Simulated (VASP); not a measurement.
# CuI (F-43m) in VASP: further runs

CuI is run at these levels: RPBE, LDA, r2SCAN; tasks: single point.

Program: VASP 6.6.1. These are calculated values, not measurements. Logs are shortened: lines on timing, memory, paths and dates and some standing lists are left out, and cuts for length are marked.

## 1. The cell of the first run

It takes space group F-43m (No. 216, cubic). Conventional cell: a = 6.063 Å, b = 6.063 Å, c = 6.063 Å, α = 90.00°, β = 90.00°, γ = 90.00°. Within 3.5 Å of Cu (site symmetry -43m) lie 4 I at 2.63 Å. I (site symmetry -43m) has 4 Cu at 2.63 Å within 3.5 Å.

## 2. Single point, RPBE

The input, INCAR:

```
PREC = Accurate
ENCUT = 520
EDIFF = 1E-6
ISMEAR = 0
SIGMA = 0.01
LREAL = False
LASPH = True
NELM = 100
ALGO = Normal
ISIF = 2
LWAVE = False
LCHARG = False
GGA = RP
NBANDS = 16
```

The input, KPOINTS:

```
Automatic mesh
0
Gamma
  6 6 6
```

The input, POSCAR:

```
CuI
1.0
    0.0000000000      3.0315000000      3.0315000000
    3.0315000000      0.0000000000      3.0315000000
    3.0315000000      3.0315000000      0.0000000000
Cu I
1 1
Direct
    0.2500000000      0.2500000000      0.2500000000
    0.0000000000      0.0000000000      0.0000000000
```

Potentials or basis: VASP PAW PBE potentials, release 64 (Cu, I).

Command:

```
$ cat potpaw_PBE.64/Cu/POTCAR potpaw_PBE.64/I/POTCAR > POTCAR
$ mpirun -np 1 vasp_std > vasp.out
```

OUTCAR:

```text
PREC = Accurate
   ENCUT = 520
   EDIFF = 1E-6
   ISMEAR = 0
   LREAL = False
   LASPH = True
   NELM = 100
   ISIF = 2
   GGA = RP

 ion  position               nearest neighbor table
   1  0.250  0.250  0.250-   2 2.63   2 2.63   2 2.63   2 2.63
   2  0.000  0.000  0.000-   1 2.63   1 2.63   1 2.63   1 2.63

  LATTYP: Found a face centered cubic cell.
 ALAT       =     6.0630000000

  Lattice vectors:

 A1 = (   0.0000000000,   3.0315000000,   3.0315000000)
 A2 = (   3.0315000000,   0.0000000000,   3.0315000000)
 A3 = (   3.0315000000,   3.0315000000,   0.0000000000)

Analysis of symmetry for initial positions (statically):
=====================================================================
 Subroutine PRICEL returns:
 Original cell was already a primitive cell.

 Routine SETGRP: Setting up the symmetry group for a
 face centered cubic supercell.

 Subroutine GETGRP returns: Found 24 space group operations
 (whereof 24 operations were pure point group operations)
 out of a pool of 48 trial point group operations.

The static configuration has the point symmetry T_d .

Analysis of symmetry for dynamics (positions and initial velocities):
=====================================================================
 Subroutine PRICEL returns:
 Original cell was already a primitive cell.

 Routine SETGRP: Setting up the symmetry group for a
 face centered cubic supercell.

 Subroutine GETGRP returns: Found 24 space group operations
 (whereof 24 operations were pure point group operations)
 out of a pool of 48 trial point group operations.

The dynamic configuration has the point symmetry T_d .

 Subroutine INISYM returns: Found 24 space group operations
 (whereof 24 operations are pure point group operations),
 and found     1 'primitive' translations

----------------------------------------------------------------------------------------

                                     Primitive cell

  volume of cell :      55.7189

  direct lattice vectors                    reciprocal lattice vectors
     0.000000000  3.031500000  3.031500000    -0.164934851  0.164934851  0.164934851
     3.031500000  0.000000000  3.031500000     0.164934851 -0.164934851  0.164934851
     3.031500000  3.031500000  0.000000000     0.164934851  0.164934851 -0.164934851

  length of vectors
     4.287188414  4.287188414  4.287188414     0.285675541  0.285675541  0.285675541

  position of ions in fractional coordinates (direct lattice)
     0.250000000  0.250000000  0.250000000
     0.000000000  0.000000000  0.000000000

  ion indices of the primitive-cell ions
   primitive index   ion index
                 1           1
                 2           2

----------------------------------------------------------------------------------------

 KPOINTS: Automatic mesh

Automatic generation of k-mesh.
 Grid dimensions read from file:
 generate k-points for:    6    6    6

 Generating k-lattice:

  Cartesian coordinates                     Fractional coordinates (reciprocal lattice)
    -0.027489142  0.027489142  0.027489142     0.166666667  0.000000000  0.000000000
     0.027489142 -0.027489142  0.027489142     0.000000000  0.166666667  0.000000000
     0.027489142  0.027489142 -0.027489142     0.000000000  0.000000000  0.166666667

  Length of vectors
     0.047612590  0.047612590  0.047612590

  Shift w.r.t. Gamma in fractional coordinates (k-lattice)
     0.000000000  0.000000000  0.000000000

 Subroutine IBZKPT returns following result:
 ===========================================

 Found     16 irreducible k-points:

 Following reciprocal coordinates:
            Coordinates               Weight
  0.000000  0.000000  0.000000      1.000000
  0.166667  0.000000  0.000000      8.000000
  0.333333  0.000000  0.000000      8.000000
  0.500000  0.000000  0.000000      4.000000
  0.166667  0.166667  0.000000      6.000000
  0.333333  0.166667  0.000000     24.000000
[... 8 lines left out ...]
 -0.333333  0.333333  0.166667     24.000000
 -0.333333  0.500000  0.166667     12.000000
   k-points           NKPTS =     16   k-points in BZ     NKDIM =     16   number of bands    NBANDS=     16
   number of dos      NEDOS =    301   number of ions     NIONS =      2
   total plane-waves  NPLWV =  32768
   dimension x,y,z NGX =    32 NGY =   32 NGZ =   32
   dimension x,y,z NGXF=    64 NGYF=   64 NGZF=   64
   ions per type =               1   1
   NGX,Y,Z   is equivalent  to a cutoff of  12.41, 12.41, 12.41 a.u.
   NGXF,Y,Z  is equivalent  to a cutoff of  24.82, 24.82, 24.82 a.u.
 SYSTEM =  unknown system
   PREC   = accura    normal or accurate (medium, high low for compatibility)
   ISTART =      0    job   : 0-new  1-cont  2-samecut
   ICHARG =      2    charge: 1-file 2-atom 10-const
   ISPIN  =      1    spin polarized calculation?
   LNONCOLLINEAR =      F non collinear calculations
   LSORBIT =      F    spin-orbit coupling
   LASPH  =      T    aspherical Exc in radial PAW
   ENCUT  =  520.0 eV  38.22 Ry    6.18 a.u.   7.97  7.97  7.97*2*pi/ulx,y,z
   NELM   =    100;   NELMIN=  2; NELMDL= -5     # of ELM steps
   EDIFF  = 0.1E-05   stopping-criterion for ELM
   LREAL  =      F    real-space projection
   EDIFFG = 0.1E-04   stopping-criterion for IOM
   NSW    =      0    number of steps for IOM
   IBRION =     -1    ionic relax: 0-MD 1-quasi-New 2-CG
   NFREE  =      0    steps in history (QN), initial steepest desc. (CG)
   ISIF   =      2    stress and relaxation
   ISYM   =      2    0-nonsym 1-usesym 2-fastsym
   POTIM  = 0.5000    time-step for ionic-motion
   TEBEG  =    0.0;   TEEND  =   0.0 temperature during run
   PSTRESS=    0.0 pullay stress
   NELECT =      18.0000    total number of electrons
   NUPDOWN=      -1.0000    fix difference up-down
   EMIN   =  10.00;   EMAX   =-10.00  energy-range for DOS
   EFERMI =   0.00;   METHOD = LEGACY
   ISMEAR =     0;   SIGMA  =   0.01  broadening in eV -4-tet -1-fermi 0-gaus
   EFERMI_NEDOS =   21; number of points for ismear=-14 and -15
   IALGO  =     38    algorithm
   IMIX   =      4    mixing-type and parameters
     AMIX     =   0.40;   BMIX     =  1.00
     AMIX_MAG =   1.60;   BMIX_MAG =  1.00
  volume/ion in A,a.u.               =      27.86       188.00
  Fermi-wavevector in a.u.,A,eV,Ry     =   1.123306  2.122741 17.168055  1.261816
  Thomas-Fermi vector in A             =   2.259971
   LORBIT       =      0    0 simple, 1 ext, 2 COOP (PROOUT), +10 PAW based schemes
   GGA     = RP    functional components
   LHFCALC =     F    Hartree Fock is set to
   AEXX    =    0.0000 exact exchange contribution
   IVDW    =     0    specifies the selected vdW correction
   LEPSILON=     F    determine dielectric tensor
   LRPA    =     F    only Hartree local field effects (RPA)
 non-spin polarized calculation
 Gauss-broadening in eV      SIGMA  =   0.01
  energy-cutoff  :      520.00
  volume of cell :       55.72
 maximum number of plane-waves:      1524
   NGX = 15   NGY = 15   NGZ = 15

 number of electron      18.0000014 magnetization

 Free energy of the ion-electron system (eV)
  ---------------------------------------------------
  ext. energy  EPLUGINS =         0.00000000
  ---------------------------------------------------
  free energy    TOTEN  =        -4.83495912 eV

  energy without entropy =       -4.83495912  energy(sigma->0) =       -4.83495912

 E-fermi :   4.6220     XC(G=0):  -8.7203

 val. band max:        4.5767580023   @ k =   0.0000   0.0000   0.0000
 cond. band min:       5.8531922705   @ k =   0.0000   0.0000   0.0000
 fundamental gap:      1.2764342683
 Fermi energy:         4.6220367489

 k-point     1 :       0.0000    0.0000    0.0000
  band No.  band energies     occupation
      1      -9.4322      2.00000
      2       0.9296      2.00000
      3       0.9296      2.00000
      4       0.9296      2.00000
      5       2.7545      2.00000
      6       2.7545      2.00000
[... 8 lines left out ...]
     15      14.1206      0.00000
     16      14.1206      0.00000

 k-point     2 :       0.1667    0.0000    0.0000
  band No.  band energies     occupation
      1      -9.3080      2.00000
      2       0.4328      2.00000
      3       0.9377      2.00000
      4       0.9377      2.00000
      5       2.7460      2.00000
      6       2.7460      2.00000
[... 8 lines left out ...]
     15      13.3379      0.00000
     16      13.8990      0.00000

 k-point     3 :       0.3333    0.0000    0.0000
  band No.  band energies     occupation
      1      -9.0357      2.00000
      2      -0.5304      2.00000
      3       0.9473      2.00000
      4       0.9473      2.00000
      5       2.7570      2.00000
      6       2.7570      2.00000
[... 8 lines left out ...]
     15      13.8186      0.00000
     16      13.8186      0.00000

 k-point     4 :       0.5000    0.0000    0.0000
  band No.  band energies     occupation
      1      -8.8847      2.00000
      2      -0.9950      2.00000
      3       0.9483      2.00000
      4       0.9483      2.00000
      5       2.7831      2.00000
      6       2.7831      2.00000
[... 8 lines left out ...]
     15      15.4442      0.00000
     16      15.4442      0.00000
[... 172 lines left out ...]
 k-point    14 :       0.5000    0.3333    0.1667
  band No.  band energies     occupation
      1      -8.8477      2.00000
      2      -0.5531      2.00000
      3       0.4487      2.00000
      4       0.8783      2.00000
      5       2.6958      2.00000
      6       2.7733      2.00000
[... 8 lines left out ...]
     15      15.5841      0.00000
     16      16.5978      0.00000

 k-point    15 :      -0.3333    0.3333    0.1667
  band No.  band energies     occupation
      1      -8.7446      2.00000
      2      -0.6074      2.00000
      3       0.1609      2.00000
      4       0.8378      2.00000
      5       2.6676      2.00000
      6       2.7580      2.00000
[... 8 lines left out ...]
     15      15.7857      0.00000
     16      16.3334      0.00000

 k-point    16 :      -0.3333    0.5000    0.1667
  band No.  band energies     occupation
      1      -8.6960      2.00000
      2      -0.7052      2.00000
      3       0.2970      2.00000
      4       0.7459      2.00000
      5       2.7107      2.00000
      6       2.7229      2.00000
[... 8 lines left out ...]
     15      16.0682      0.00000
     16      16.7131      0.00000

------------------------ aborting loop because EDIFF is reached ----------------------------------------

  FORCE on cell =-STRESS in cart. coord.  units (eV):
  Direction    XX          YY          ZZ          XY          YZ          ZX
  --------------------------------------------------------------------------------------
  -------------------------------------------------------------------------------------
  Total        0.8432957      0.8432957      0.8432957      0.0000000      0.0000000     -0.0000000
  in kB       24.2486603     24.2486603     24.2486603      0.0000000      0.0000000     -0.0000000
  external PRESSURE =      24.2486603 kB  Pullay stress =       0.0000000 kB

 VOLUME and BASIS-vectors are now :
 -----------------------------------------------------------------------------
  energy-cutoff  :      520.00
  volume of cell :       55.72
      direct lattice vectors                 reciprocal lattice vectors
     0.000000000  3.031500000  3.031500000    -0.164934851  0.164934851  0.164934851
     3.031500000  0.000000000  3.031500000     0.164934851 -0.164934851  0.164934851
     3.031500000  3.031500000  0.000000000     0.164934851  0.164934851 -0.164934851

 POSITION                                       TOTAL-FORCE (eV/Angst)
 -----------------------------------------------------------------------------------
      1.51575      1.51575      1.51575         0.000000     -0.000000      0.000000
      0.00000      0.00000      0.00000        -0.000000      0.000000     -0.000000
 -----------------------------------------------------------------------------------
    total drift:                                0.000001      0.000001      0.000001

  FREE ENERGIE OF THE ION-ELECTRON SYSTEM (eV)
  ---------------------------------------------------
  free  energy   TOTEN  =        -4.8349591205 eV

  energy  without entropy=       -4.8349591205  energy(sigma->0) =       -4.83495912
```

It took 21 s on 1 thread of Intel Xeon 8259CL, shared host; peak memory 0.18 GiB.

Results:

```
Free energy            : -4.8350 eV
Pressure               : 2.4 GPa
Band gap on the k mesh : 1.28 eV
```

Levels at points of the mesh, in eV from the valence-band top:
```csv
k point,band 5,band 6,band 7,band 8,band 9,band 10,band 11,band 12,band 13,band 14
"(0.00, 0.00, 0.00)",-1.82,-1.82,0.00,0.00,0.00,1.28,4.89,4.89,4.89,8.39
"(0.50, 0.00, 0.00)",-1.79,-1.79,-1.75,-0.70,-0.70,2.24,5.44,5.44,7.59,9.29
"(0.50, 0.50, 0.00)",-1.84,-1.76,-1.73,-1.47,-1.47,2.83,2.97,9.34,9.80,9.80
```

Caveat: the PAW data sets were made with another functional, which shifts forces and pressure a little; spin-orbit coupling is left out, which moves the levels of the heavy elements. A hybrid or GW would open this gap; RPBE tends to underestimate it.

[end of part 1 of 2]
